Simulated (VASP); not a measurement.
# C (Fd-3m) in VASP: G0W0 quasiparticle levels with PBE

Aim: the G0W0 quasiparticle levels of C with PBE.

Program: VASP 6.6.1. These are calculated values, not measurements. Logs are shortened: lines on timing, memory, paths and dates and some standing lists are left out, and cuts for length are marked.

### 1 The cell of the first run

It takes space group Fd-3m (No. 227, cubic). The conventional cell has a = 3.560 Å, b = 3.560 Å, c = 3.560 Å, α = 90.00°, β = 90.00°, γ = 90.00°. Within 2.1 Å of C (site symmetry -43m) lie 4 C at 1.54 Å.

### 2 G0W0 quasiparticle levels, PBE

The input, POSCAR:

```
C
1.0
    0.0000000000      1.7801241425      1.7801241425
    1.7801241425      0.0000000000      1.7801241425
    1.7801241425      1.7801241425      0.0000000000
C
2
Direct
    0.0000000000      0.0000000000      0.0000000000
    0.2500000000      0.2500000000      0.2500000000
```

The input, INCAR.step1:

```
  PREC = Accurate
  ENCUT = 500
  EDIFF = 1E-8
  ISMEAR = 0
  SIGMA = 0.01
  LREAL = F
  LASPH = T
  NELM = 80
  ALGO = Normal
  LWAVE = T
  LCHARG = F
  GGA = PE
```

The input, INCAR.step2:

```
  PREC = Accurate
  ENCUT = 500
  EDIFF = 1E-8
  ISMEAR = 0
  SIGMA = 0.01
  LREAL = F
  LASPH = T
  NELM = 1
  ALGO = Exact
  LWAVE = T
  LCHARG = F
  GGA = PE
  NBANDS = 34
  LOPTICS = T
  ISTART = 1
```

The input, INCAR.step3:

```
  PREC = Accurate
  ENCUT = 500
  EDIFF = 1E-8
  ISMEAR = 0
  SIGMA = 0.01
  LREAL = F
  LASPH = T
  ALGO = EVGW0
  LWAVE = F
  LCHARG = F
  GGA = PE
  NELMGW = 1
  NBANDS = 34
  ENCUTGW = 100.0
  NOMEGA = 48
  PRECFOCK = Fast
  ISTART = 1
  NBANDSGW = 12
```

The input, KPOINTS:

```
Automatic mesh
0
Gamma
  8 8 8
```

Potentials or basis: VASP PAW PBE potentials, release 64 (C_GW).

Started as:

```console
> cat potpaw_PBE.64/C_GW/POTCAR > POTCAR
> cp INCAR.step1 INCAR
> mpirun -np 1 vasp_std > vasp.out
> cp INCAR.step2 INCAR
> mpirun -np 1 vasp_std > vasp.out
> cp INCAR.step3 INCAR
> mpirun -np 1 vasp_std > vasp.out
```

OUTCAR:

```text
PREC = Accurate
   ENCUT = 500
   EDIFF = 1E-8
   ISMEAR = 0
   LREAL = F
   LASPH = T
   GGA = PE
   NELMGW = 1
   ENCUTGW = 100.0
   PRECFOCK = Fast
   ISTART = 1

 ion  position               nearest neighbor table
   1  0.000  0.000  0.000-   2 1.54   2 1.54   2 1.54   2 1.54
   2  0.250  0.250  0.250-   1 1.54   1 1.54   1 1.54   1 1.54

  LATTYP: Found a face centered cubic cell.
 ALAT       =     3.5602482850

  Lattice vectors:

 A1 = (   0.0000000000,   1.7801241425,   1.7801241425)
 A2 = (   1.7801241425,   0.0000000000,   1.7801241425)
 A3 = (   1.7801241425,   1.7801241425,   0.0000000000)

Analysis of symmetry for initial positions (statically):
=====================================================================
 Subroutine PRICEL returns:
 Original cell was already a primitive cell.

 Routine SETGRP: Setting up the symmetry group for a
 face centered cubic supercell.

 Subroutine GETGRP returns: Found 48 space group operations
 (whereof 24 operations were pure point group operations)
 out of a pool of 48 trial point group operations.

The static configuration has the point symmetry T_d .
 The point group associated with its full space group is O_h .

Analysis of symmetry for dynamics (positions and initial velocities):
=====================================================================
 Subroutine PRICEL returns:
 Original cell was already a primitive cell.

 Routine SETGRP: Setting up the symmetry group for a
 face centered cubic supercell.

 Subroutine GETGRP returns: Found 48 space group operations
 (whereof 24 operations were pure point group operations)
 out of a pool of 48 trial point group operations.

The dynamic configuration has the point symmetry T_d .
 The point group associated with its full space group is O_h .

 Subroutine INISYM returns: Found 48 space group operations
 (whereof 24 operations are pure point group operations),
 and found     1 'primitive' translations

----------------------------------------------------------------------------------------

                                     Primitive cell

  volume of cell :      11.2819

  direct lattice vectors                    reciprocal lattice vectors
     0.000000000  1.780124143  1.780124143    -0.280879287  0.280879287  0.280879287
     1.780124143  0.000000000  1.780124143     0.280879287 -0.280879287  0.280879287
     1.780124143  1.780124143  0.000000000     0.280879287  0.280879287 -0.280879287

  length of vectors
     2.517475705  2.517475705  2.517475705     0.486497196  0.486497196  0.486497196

  position of ions in fractional coordinates (direct lattice)
     0.000000000  0.000000000  0.000000000
     0.250000000  0.250000000  0.250000000

  ion indices of the primitive-cell ions
   primitive index   ion index
                 1           1
                 2           2

----------------------------------------------------------------------------------------

 KPOINTS: Automatic mesh

Automatic generation of k-mesh.
 Grid dimensions read from file:
 generate k-points for:    8    8    8

 Generating k-lattice:

  Cartesian coordinates                     Fractional coordinates (reciprocal lattice)
    -0.035109911  0.035109911  0.035109911     0.125000000  0.000000000  0.000000000
     0.035109911 -0.035109911  0.035109911     0.000000000  0.125000000  0.000000000
     0.035109911  0.035109911 -0.035109911     0.000000000  0.000000000  0.125000000

  Length of vectors
     0.060812149  0.060812149  0.060812149

  Shift w.r.t. Gamma in fractional coordinates (k-lattice)
     0.000000000  0.000000000  0.000000000

 Subroutine IBZKPT returns following result:
 ===========================================

 Found     29 irreducible k-points:

 Following reciprocal coordinates:
            Coordinates               Weight
  0.000000  0.000000  0.000000      1.000000
  0.125000  0.000000  0.000000      8.000000
  0.250000  0.000000  0.000000      8.000000
  0.375000  0.000000  0.000000      8.000000
  0.500000  0.000000  0.000000      4.000000
  0.125000  0.125000  0.000000      6.000000
[... 16 lines left out ...]
  0.500000  0.250000  0.125000     48.000000
 -0.375000  0.250000  0.125000     24.000000
 [... further k-points ...]
   k-points           NKPTS =     29   k-points in BZ     NKDIM =    512   number of bands    NBANDS=     34
   number of dos      NEDOS =    301   number of ions     NIONS =      2
   total plane-waves  NPLWV =   5832
   dimension x,y,z NGX =    18 NGY =   18 NGZ =   18
   dimension x,y,z NGXF=    36 NGYF=   36 NGZF=   36
   ions per type =               2
   NGX,Y,Z   is equivalent  to a cutoff of  11.89, 11.89, 11.89 a.u.
   NGXF,Y,Z  is equivalent  to a cutoff of  23.77, 23.77, 23.77 a.u.
 SYSTEM =  unknown system
   PREC   = accura    normal or accurate (medium, high low for compatibility)
   ISTART =      1    job   : 0-new  1-cont  2-samecut
   ICHARG =      0    charge: 1-file 2-atom 10-const
   ISPIN  =      1    spin polarized calculation?
   LNONCOLLINEAR =      F non collinear calculations
   LSORBIT =      F    spin-orbit coupling
   LASPH  =      T    aspherical Exc in radial PAW
   ENCUT  =  500.0 eV  36.75 Ry    6.06 a.u.   4.59  4.59  4.59*2*pi/ulx,y,z
   NELM   =     60;   NELMIN=  2; NELMDL=  0     # of ELM steps
   EDIFF  = 0.1E-07   stopping-criterion for ELM
   LREAL  =      F    real-space projection
   EDIFFG = 0.1E-06   stopping-criterion for IOM
   NSW    =      0    number of steps for IOM
   IBRION =     -1    ionic relax: 0-MD 1-quasi-New 2-CG
   NFREE  =      0    steps in history (QN), initial steepest desc. (CG)
   ISIF   =      0    stress and relaxation
   ISYM   =      3    0-nonsym 1-usesym 2-fastsym
   POTIM  = 0.5000    time-step for ionic-motion
   TEBEG  =    0.0;   TEEND  =   0.0 temperature during run
   PSTRESS=    0.0 pullay stress
   NELECT =       8.0000    total number of electrons
   NUPDOWN=      -1.0000    fix difference up-down
   EMIN   =  10.00;   EMAX   =-10.00  energy-range for DOS
   EFERMI =   0.00;   METHOD = LEGACY
   ISMEAR =     0;   SIGMA  =   0.01  broadening in eV -4-tet -1-fermi 0-gaus
   EFERMI_NEDOS =   21; number of points for ismear=-14 and -15
   IALGO  =     38    algorithm
   IMIX   =      4    mixing-type and parameters
     AMIX     =   0.40;   BMIX     =  1.00
     AMIX_MAG =   1.60;   BMIX_MAG =  1.00
  volume/ion in A,a.u.               =       5.64        38.07
  Fermi-wavevector in a.u.,A,eV,Ry     =   1.459860  2.758735 28.996616  2.131191
  Thomas-Fermi vector in A             =   2.576377
   LORBIT       =      0    0 simple, 1 ext, 2 COOP (PROOUT), +10 PAW based schemes
   GGA     = PE    functional components
   LHFCALC =     T    Hartree Fock is set to
   PRECFOCK=fast      Normal, Fast or Accurate (Low or Medium for compatibility)
   ENCUT4O =  -1.0   cutoff for four orbital integrals eV
   NKREDX  =     1    reduce k-point grid by
   NKREDY  =     1    reduce k-point grid by
   NKREDZ  =     1    reduce k-point grid by
   AEXX    =    1.0000 exact exchange contribution
   HFSCREEN=    0.0000 screening length (either q_TF or 0.3 A-1)
   HFSCREENC=   0.0000 screening length for correlation (either q_TF or 0.3 A-1)
   ENCUTFOCK=  -1.0 apply spherical cutoff to Coloumb kernel
   IVDW    =     0    specifies the selected vdW correction
   LEPSILON=     F    determine dielectric tensor
   LRPA    =     F    only Hartree local field effects (RPA)
   LRPAFORCE           =     F    calculate RPA forces
   ENCUTGW             = 100.0    cutoff for response function in eV
   ENCUTGWSOFT         =  80.0    soft cutoff for Coulomb kernel in GW response function in eV
   ENCUTLF             =  -1.0    cutoff for local field effects
   NELMGW              =     1    number of iterations in solving QP/BSE equation
   NELMHF              =     1    number of iterations in the inner HF iteration
   NKREDLFX            =     1    NKREDLFY  =   1   NKREDLFZ  =   1
 non-spin polarized calculation
 Gauss-broadening in eV      SIGMA  =   0.01
  energy-cutoff  :      500.00
  volume of cell :       11.28
 maximum number of plane-waves:       302
  NGX = 12; NGY = 12; NGZ = 12
   NGX =  9   NGY =  9   NGZ =  9
 maximum number of plane-waves:        29
 NGX is ok and might be reduce to    10

 QP shifts <psi_nk| G(iteration)W_0 |psi_nk>: iteration 1
 for sc-GW calculations column KS-energies equals QP-energies in previous step
 and V_xc(KS)=  KS-energies - (<T + V_ion + V_H > + <T+V_H+V_ion>^1  + <V_x>^1)

 k-point   1 :       0.0000    0.0000    0.0000
  band No.  KS-energies  QP-energies   sigma(KS)   V_xc(KS)     V^pw_x(r,r')   Z            occupation Imag(sigma)

      1     -11.7065     -13.1035     -16.6411     -14.7926     -25.4576       0.7557       2.0000       1.4744
      2       9.8407       9.6653     -17.0253     -16.8138     -19.1286       0.8299       2.0000       0.0729
      3       9.8407       9.6653     -17.0253     -16.8138     -19.1286       0.8299       2.0000       0.0729
      4       9.8407       9.6653     -17.0253     -16.8138     -19.1286       0.8299       2.0000       0.0729
      5      15.4483      16.8434     -13.8490     -15.5368      -9.3973       0.8266       0.0000      -0.1021
      6      15.4483      16.8434     -13.8490     -15.5368      -9.3973       0.8266       0.0000      -0.1021
      7      15.4483      16.8434     -13.8490     -15.5368      -9.3973       0.8266       0.0000      -0.1021
      8      23.2880      24.7062     -14.5633     -16.3845      -7.7893       0.7787       0.0000      -0.2410
      9      29.2068      29.7424     -11.2351     -11.8954      -4.3499       0.8111       0.0000      -0.4198
     10      36.4405      37.8308     -12.2358     -13.9085      -5.9265       0.8312       0.0000      -0.5762
     11      36.4405      37.8308     -12.2358     -13.9085      -5.9265       0.8312       0.0000      -0.5762
     12      37.4448      38.1855     -10.6416     -11.5396      -3.2770       0.8248       0.0000      -1.0174

 k-point   2 :       0.1250    0.0000    0.0000
  band No.  KS-energies  QP-energies   sigma(KS)   V_xc(KS)     V^pw_x(r,r')   Z            occupation Imag(sigma)

      1     -11.2734     -12.6483     -16.6382     -14.8225     -25.3483       0.7573       2.0000       1.4174
      2       7.4145       7.0087     -16.7610     -16.2665     -19.4241       0.8209       2.0000       0.0941
      3       9.1843       8.9588     -16.9231     -16.6505     -19.1587       0.8274       2.0000       0.0772
      4       9.1843       8.9588     -16.9231     -16.6505     -19.1587       0.8274       2.0000       0.0772
      5      16.3116      17.7673     -13.9351     -15.7027      -9.2747       0.8236       0.0000      -0.1105
      6      16.3116      17.7673     -13.9351     -15.7027      -9.2747       0.8236       0.0000      -0.1105
      7      16.7458      18.1442     -14.0551     -15.7541      -9.3806       0.8231       0.0000      -0.1129
      8      23.6482      25.1122     -14.3924     -16.2742      -7.5367       0.7779       0.0000      -0.2532
      9      29.8593      30.5191     -11.3868     -12.2053      -4.3370       0.8061       0.0000      -0.4539
     10      33.3724      34.4083     -11.4703     -12.7142      -5.0887       0.8328       0.0000      -0.5410
     11      33.3724      34.4083     -11.4703     -12.7142      -5.0887       0.8328       0.0000      -0.5410
     12      36.2082      36.8673     -10.7439     -11.5485      -3.3796       0.8191       0.0000      -0.8811
[... 324 lines left out ...]
      1      -6.8237      -7.9975     -16.7871     -15.2306     -24.3079       0.7542       2.0000       0.8408
      2      -0.0428      -1.0031     -16.7076     -15.4697     -21.8150       0.7757       2.0000       0.2643
      3       3.5337       2.7848     -16.6833     -15.7483     -20.5469       0.8009       2.0000       0.1529
      4       5.7374       5.1752     -16.7123     -16.0214     -19.9214       0.8138       2.0000       0.1147
      5      17.8353      19.1409     -13.2494     -14.8369      -8.0504       0.8224       0.0000      -0.1313
      6      19.5171      20.9098     -13.3960     -15.1034      -7.8948       0.8158       0.0000      -0.1481
      7      22.3030      23.8531     -13.7731     -15.7282      -7.3330       0.7929       0.0000      -0.2167
      8      23.2450      24.8605     -13.6125     -15.6489      -7.1739       0.7933       0.0000      -0.2295
      9      30.0964      31.3314     -12.3255     -13.8784      -5.0630       0.7953       0.0000      -0.4762
     10      32.2489      33.6907     -12.9986     -14.8085      -5.4737       0.7966       0.0000      -0.6491
     11      36.0803      37.3133     -12.0635     -13.6014      -4.3799       0.8018       0.0000      -0.8421
     12      40.9548      41.9049     -11.2240     -12.3799      -3.7341       0.8218       0.0000      -1.1013

 k-point  24 :      -0.3750    0.2500    0.1250
  band No.  KS-energies  QP-energies   sigma(KS)   V_xc(KS)     V^pw_x(r,r')   Z            occupation Imag(sigma)

      1      -4.8896      -6.0132     -17.2191     -15.7308     -24.3092       0.7549       2.0000       0.6433
      2      -2.5768      -3.6116     -16.2105     -14.8517     -21.9704       0.7616       2.0000       0.3871
      3       3.5014       2.7412     -16.7895     -15.8388     -20.7292       0.7997       2.0000       0.1555
      4       5.1263       4.5194     -16.6108     -15.8623     -19.9487       0.8108       2.0000       0.1217
      5      18.1615      19.3760     -12.8101     -14.2808      -7.6174       0.8258       0.0000      -0.1297
      6      19.3367      20.7419     -13.6562     -15.3834      -8.1023       0.8135       0.0000      -0.1510
      7      22.9675      24.7200     -14.2582     -16.4906      -7.6201       0.7850       0.0000      -0.2373
      8      24.7767      26.4470     -13.5902     -15.7350      -6.4495       0.7787       0.0000      -0.3038
      9      28.2208      29.3060     -12.0578     -13.3962      -5.5626       0.8109       0.0000      -0.3396
     10      33.8638      35.4684     -13.3379     -15.3939      -5.0696       0.7804       0.0000      -0.8070
     11      36.2620      37.5368     -12.0844     -13.6587      -4.6430       0.8098       0.0000      -0.8221
     12      39.0798      39.9020     -11.0459     -12.0408      -3.8198       0.8265       0.0000      -0.9687

 [... further k-points ...]
```

It took 5 min on 1 thread of Intel Xeon 8259CL, shared host; peak memory 0.31 GiB.

What came out:

```
Band gap on the k mesh, mean-field level : 4.15 eV, indirect (least direct gap 5.61 eV)
Quasiparticle gap                        : 5.21 eV
Least direct quasiparticle gap           : 7.18 eV
```

Caveat: bands, screening cutoff and mesh are small and nothing is extrapolated, so the quasiparticle values aren't converged. A k mesh can miss the band edges.
